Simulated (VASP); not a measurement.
# MgB2 (P6/mmm) in VASP: single point with PBE

Aim: the single point of MgB2 with PBE.

Everything below comes from runs of VASP 6.6.1. Logs are shortened: lines on timing, memory, paths and dates and some standing lists are left out, and cuts for length are marked.

### Step 1. The cell of the first run

The structure is hexagonal, space group P6/mmm (No. 191). Conventional cell: a = 3.085 Å, b = 3.085 Å, c = 3.523 Å, α = 90.00°, β = 90.00°, γ = 120.00°. Within 3.3 Å of Mg (site symmetry 6/mmm) lie 12 B at 2.51 Å and 6 Mg at 3.08 to 3.09 Å. Within 2.4 Å of B (site symmetry -6m2) lie 3 B at 1.78 Å.

### Step 2. Single point, PBE

Input file INCAR:

```
SYSTEM = MgB2
PREC = Accurate
ENCUT = 520
EDIFF = 1E-6
ISMEAR = -1
SIGMA = 0.05
LREAL = .False.
LASPH = .True.
NELM = 80
ALGO = Normal
ISIF = 2
LWAVE = .False.
LCHARG = .False.
GGA = PE
NBANDS = 11
```

Input file KPOINTS:

```
regular mesh
0
Gamma
  17 17 13
  0 0 0
```

Input file POSCAR:

```
MgB2
1.0
    3.0850000000      0.0000000000      0.0000000000
   -1.5425000000      2.6716883707      0.0000000000
    0.0000000000      0.0000000000      3.5230000000
Mg B
1 2
Direct
    0.0000000000      0.0000000000      0.0000000000
    0.3333333333      0.6666666667      0.5000000000
    0.6666666667      0.3333333333      0.5000000000
```

Potentials or basis: VASP PAW PBE potentials, release 64 (Mg, B).

On the command line:

```sh
$ cat potpaw_PBE.64/Mg/POTCAR potpaw_PBE.64/B/POTCAR > POTCAR
$ mpirun -np 1 vasp_std > vasp.out
```

OUTCAR:

```text
SYSTEM = MgB2
   PREC = Accurate
   ENCUT = 520
   EDIFF = 1E-6
   ISMEAR = -1
   LREAL = .False.
   LASPH = .True.
   NELM = 80
   ISIF = 2
   GGA = PE

 ion  position               nearest neighbor table
   1  0.000  0.000  0.000-   2 2.51   3 2.51   2 2.51   3 2.51   3 2.51   3 2.51   2 2.51   2 2.51
                             3 2.51   3 2.51   2 2.51   2 2.51
   2  0.333  0.667  0.500-   3 1.78   3 1.78   3 1.78   1 2.51   1 2.51   1 2.51   1 2.51   1 2.51
                             1 2.51
   3  0.667  0.333  0.500-   2 1.78   2 1.78   2 1.78   1 2.51   1 2.51   1 2.51   1 2.51   1 2.51
                             1 2.51

  LATTYP: Found a hexagonal cell.
 ALAT       =     3.0850000000
 C/A-ratio  =     1.1419773096

  Lattice vectors:

 A1 = (   3.0850000000,   0.0000000000,   0.0000000000)
 A2 = (  -1.5425000000,   2.6716883707,   0.0000000000)
 A3 = (   0.0000000000,   0.0000000000,   3.5230000000)

Analysis of symmetry for initial positions (statically):
=====================================================================
 Subroutine PRICEL returns:
 Original cell was already a primitive cell.

 Routine SETGRP: Setting up the symmetry group for a
 hexagonal supercell.

 Subroutine GETGRP returns: Found 24 space group operations
 (whereof 24 operations were pure point group operations)
 out of a pool of 24 trial point group operations.

The static configuration has the point symmetry D_6h.

Analysis of symmetry for dynamics (positions and initial velocities):
=====================================================================
 Subroutine PRICEL returns:
 Original cell was already a primitive cell.

 Routine SETGRP: Setting up the symmetry group for a
 hexagonal supercell.

 Subroutine GETGRP returns: Found 24 space group operations
 (whereof 24 operations were pure point group operations)
 out of a pool of 24 trial point group operations.

The dynamic configuration has the point symmetry D_6h.

 Subroutine INISYM returns: Found 24 space group operations
 (whereof 24 operations are pure point group operations),
 and found     1 'primitive' translations

----------------------------------------------------------------------------------------

                                     Primitive cell

  volume of cell :      29.0371

  direct lattice vectors                    reciprocal lattice vectors
     3.085000000  0.000000000  0.000000000     0.324149109  0.187147575  0.000000000
    -1.542500000  2.671688371  0.000000000     0.000000000  0.374295150  0.000000000
     0.000000000  0.000000000  3.523000000     0.000000000  0.000000000  0.283848992

  length of vectors
     3.085000000  3.085000000  3.523000000     0.374295150  0.374295150  0.283848992

  position of ions in fractional coordinates (direct lattice)
     0.000000000  0.000000000  0.000000000
     0.333333333  0.666666667  0.500000000
     0.666666667  0.333333333  0.500000000

  ion indices of the primitive-cell ions
   primitive index   ion index
                 1           1
                 2           2
                 3           3

----------------------------------------------------------------------------------------

 KPOINTS: regular mesh

Automatic generation of k-mesh.
 Grid dimensions read from file:
 generate k-points for:   17   17   13

 Generating k-lattice:

  Cartesian coordinates                     Fractional coordinates (reciprocal lattice)
     0.019067595  0.011008681  0.000000000     0.058823529  0.000000000  0.000000000
     0.000000000  0.022017362  0.000000000     0.000000000  0.058823529  0.000000000
     0.000000000  0.000000000  0.021834538     0.000000000  0.000000000  0.076923077

  Length of vectors
     0.022017362  0.022017362  0.021834538

  Shift w.r.t. Gamma in fractional coordinates (k-lattice)
     0.000000000  0.000000000  0.000000000

 Subroutine IBZKPT returns following result:
 ===========================================

 Found    231 irreducible k-points:

 Following reciprocal coordinates:
            Coordinates               Weight
  0.000000  0.000000  0.000000      1.000000
  0.058824 -0.000000  0.000000      6.000000
  0.117647 -0.000000  0.000000      6.000000
  0.176471  0.000000  0.000000      6.000000
  0.235294 -0.000000  0.000000      6.000000
  0.294118 -0.000000  0.000000      6.000000
[... 16 lines left out ...]
  0.411765  0.117647  0.000000     12.000000
  0.176471  0.176471  0.000000      6.000000
 [... further k-points ...]
   k-points           NKPTS =    231   k-points in BZ     NKDIM =    231   number of bands    NBANDS=     11
   number of dos      NEDOS =    301   number of ions     NIONS =      3
   total plane-waves  NPLWV =  16128
   dimension x,y,z NGX =    24 NGY =   24 NGZ =   28
   dimension x,y,z NGXF=    48 NGYF=   48 NGZF=   56
   ions per type =               1   2
   NGX,Y,Z   is equivalent  to a cutoff of  12.93, 12.93, 13.21 a.u.
   NGXF,Y,Z  is equivalent  to a cutoff of  25.87, 25.87, 26.43 a.u.
 SYSTEM =  MgB2
   PREC   = accura    normal or accurate (medium, high low for compatibility)
   ISTART =      0    job   : 0-new  1-cont  2-samecut
   ICHARG =      2    charge: 1-file 2-atom 10-const
   ISPIN  =      1    spin polarized calculation?
   LNONCOLLINEAR =      F non collinear calculations
   LSORBIT =      F    spin-orbit coupling
   LASPH  =      T    aspherical Exc in radial PAW
   ENCUT  =  520.0 eV  38.22 Ry    6.18 a.u.   5.74  5.74  6.55*2*pi/ulx,y,z
   NELM   =     80;   NELMIN=  2; NELMDL= -5     # of ELM steps
   EDIFF  = 0.1E-05   stopping-criterion for ELM
   LREAL  =      F    real-space projection
   EDIFFG = 0.1E-04   stopping-criterion for IOM
   NSW    =      0    number of steps for IOM
   IBRION =     -1    ionic relax: 0-MD 1-quasi-New 2-CG
   NFREE  =      0    steps in history (QN), initial steepest desc. (CG)
   ISIF   =      2    stress and relaxation
   ISYM   =      2    0-nonsym 1-usesym 2-fastsym
   POTIM  = 0.5000    time-step for ionic-motion
   TEBEG  =    0.0;   TEEND  =   0.0 temperature during run
   PSTRESS=    0.0 pullay stress
   NELECT =       8.0000    total number of electrons
   NUPDOWN=      -1.0000    fix difference up-down
   EMIN   =  10.00;   EMAX   =-10.00  energy-range for DOS
   EFERMI =   0.00;   METHOD = LEGACY
   ISMEAR =    -1;   SIGMA  =   0.05  broadening in eV -4-tet -1-fermi 0-gaus
   EFERMI_NEDOS =   21; number of points for ismear=-14 and -15
   IALGO  =     38    algorithm
   IMIX   =      4    mixing-type and parameters
     AMIX     =   0.40;   BMIX     =  1.00
     AMIX_MAG =   1.60;   BMIX_MAG =  1.00
  volume/ion in A,a.u.               =       9.68        65.32
  Fermi-wavevector in a.u.,A,eV,Ry     =   1.065255  2.013040 15.439462  1.134768
  Thomas-Fermi vector in A             =   2.200801
   LORBIT       =      0    0 simple, 1 ext, 2 COOP (PROOUT), +10 PAW based schemes
   GGA     = PE    functional components
   LHFCALC =     F    Hartree Fock is set to
   AEXX    =    0.0000 exact exchange contribution
   IVDW    =     0    specifies the selected vdW correction
   LEPSILON=     F    determine dielectric tensor
   LRPA    =     F    only Hartree local field effects (RPA)
 non-spin polarized calculation
  energy-cutoff  :      520.00
  volume of cell :       29.04
 maximum number of plane-waves:       796
 NGX is ok and might be reduce to    24
   NGX = 11   NGY = 11   NGZ = 13

 number of electron       8.0000000 magnetization

 Free energy of the ion-electron system (eV)
  ---------------------------------------------------
  ext. energy  EPLUGINS =         0.00000000
  ---------------------------------------------------
  free energy    TOTEN  =       -15.32557943 eV

  energy without entropy =      -15.31994689  energy(sigma->0) =      -15.32276316

 E-fermi :   5.2252     XC(G=0): -10.9118

 val. band max:        5.2124311849   @ k =   0.0588   0.0588   0.4615
 cond. band min:       5.2334814317   @ k =   0.0588   0.0588   0.1538
 fundamental gap:      0.0210502469
 Fermi energy:         5.2252493858

 k-point     1 :       0.0000    0.0000    0.0000
  band No.  band energies     occupation
      1      -7.1563      2.00000
      2       2.3262      2.00000
      3       5.6139      0.00084
      4       5.6139      0.00084
      5       6.9188      0.00000
      6      11.5550      0.00000
      7      11.5550      0.00000
      8      13.3325      0.00000
      9      15.1872      0.00000
     10      17.9107      0.00000
     11      21.4085      0.00000

 k-point     2 :       0.0588   -0.0000    0.0000
  band No.  band energies     occupation
      1      -7.0962      2.00000
      2       2.3848      2.00000
      3       5.2970      0.38481
      4       5.4659      0.01613
      5       6.9719      0.00000
      6      11.5209      0.00000
      7      11.8244      0.00000
      8      13.4660      0.00000
      9      14.9709      0.00000
     10      18.2195      0.00000
     11      21.0909      0.00000

 k-point     3 :       0.1176   -0.0000    0.0000
  band No.  band energies     occupation
      1      -6.9164      2.00000
      2       2.5602      2.00000
      3       4.4750      2.00000
      4       5.0932      1.86694
      5       7.1369      0.00000
      6      11.3359      0.00000
      7      12.5590      0.00000
      8      13.8649      0.00000
      9      14.3602      0.00000
     10      19.0546      0.00000
     11      20.3952      0.00000

 k-point     4 :       0.1765    0.0000    0.0000
  band No.  band energies     occupation
      1      -6.6178      2.00000
      2       2.8502      2.00000
      3       3.3799      2.00000
      4       4.6262      1.99999
      5       7.4116      0.00000
      6      11.0138      0.00000
      7      13.4512      0.00000
      8      13.6195      0.00000
      9      14.3326      0.00000
     10      19.7188      0.00000
     11      20.2296      0.00000

 k-point     5 :       0.2353   -0.0000    0.0000
  band No.  band energies     occupation
      1      -6.2023      2.00000
      2       2.1769      2.00000
      3       3.2504      2.00000
      4       4.1615      2.00000
      5       7.7824      0.00000
      6      10.6653      0.00000
      7      12.3630      0.00000
      8      14.5387      0.00000
      9      14.8907      0.00000
     10      19.3518      0.00000
     11      19.4155      0.00000
[... 211 lines left out ...]
 k-point    21 :       0.2941    0.1176    0.0000
  band No.  band energies     occupation
      1      -4.8612      2.00000
      2      -0.1131      2.00000
      3       2.4695      2.00000
      4       4.5029      2.00000
      5       9.0774      0.00000
      6       9.9434      0.00000
      7      11.1136      0.00000
      8      13.5294      0.00000
      9      16.5719      0.00000
     10      16.9810      0.00000
     11      18.5757      0.00000

 k-point    22 :       0.3529    0.1176    0.0000
  band No.  band energies     occupation
      1      -4.1264      2.00000
      2      -1.1985      2.00000
      3       2.2309      2.00000
      4       5.1141      1.80442
      5       8.9960      0.00000
      6       9.6465      0.00000
      7      10.8908      0.00000
      8      13.0820      0.00000
      9      16.2023      0.00000
     10      17.8147      0.00000
     11      18.6996      0.00000

 k-point    23 :       0.4118    0.1176    0.0000
  band No.  band energies     occupation
      1      -3.3463      2.00000
      2      -2.1590      2.00000
      3       2.1118      2.00000
      4       5.5943      0.00124
      5       8.3403      0.00000
      6      10.0970      0.00000
      7      10.7317      0.00000
      8      12.6832      0.00000
      9      16.0218      0.00000
     10      17.9796      0.00000
     11      19.5359      0.00000

 k-point    24 :       0.1765    0.1765    0.0000
  band No.  band energies     occupation
      1      -5.5560      2.00000
      2       1.4059      2.00000
      3       2.4719      2.00000
      4       3.8695      2.00000
      5       8.5017      0.00000
      6      11.1451      0.00000
      7      12.4214      0.00000
      8      12.7114      0.00000
      9      16.1114      0.00000
     10      16.8997      0.00000
     11      18.6337      0.00000

 [... further k-points ...]

------------------------ aborting loop because EDIFF is reached ----------------------------------------

  FORCE on cell =-STRESS in cart. coord.  units (eV):
  Direction    XX          YY          ZZ          XY          YZ          ZX
  --------------------------------------------------------------------------------------
  -------------------------------------------------------------------------------------
  Total       -0.3211484     -0.3211484     -0.0676178      0.0000000      0.0000000      0.0000000
  in kB      -17.7199595    -17.7199595     -3.7309352      0.0000000      0.0000000      0.0000000
  external PRESSURE =     -13.0569514 kB  Pullay stress =       0.0000000 kB

 VOLUME and BASIS-vectors are now :
 -----------------------------------------------------------------------------
  energy-cutoff  :      520.00
  volume of cell :       29.04
      direct lattice vectors                 reciprocal lattice vectors
     3.085000000  0.000000000  0.000000000     0.324149109  0.187147575  0.000000000
    -1.542500000  2.671688371  0.000000000     0.000000000  0.374295150  0.000000000
     0.000000000  0.000000000  3.523000000     0.000000000  0.000000000  0.283848992

 POSITION                                       TOTAL-FORCE (eV/Angst)
 -----------------------------------------------------------------------------------
      0.00000      0.00000      0.00000         0.000000      0.000000      0.000000
     -0.00000      1.78113      1.76150        -0.000000      0.000000      0.000000
      1.54250      0.89056      1.76150         0.000000     -0.000000     -0.000000
 -----------------------------------------------------------------------------------
    total drift:                                0.000000     -0.000000      0.000000

  FREE ENERGIE OF THE ION-ELECTRON SYSTEM (eV)
  ---------------------------------------------------
  free  energy   TOTEN  =       -15.3255794333 eV

  energy  without entropy=      -15.3199468852  energy(sigma->0) =      -15.32276316
```

Run time: 33 s. Hardware: 1 thread of Intel Xeon Platinum 8559C (Emerald Rapids), shared host; peak memory 0.2 GiB.

What came out:

```
Free energy            : -15.3256 eV
Pressure               : -1.3 GPa
Band gap on the k mesh : zero (bands 4 and 5 overlap by 3.09 eV)
```
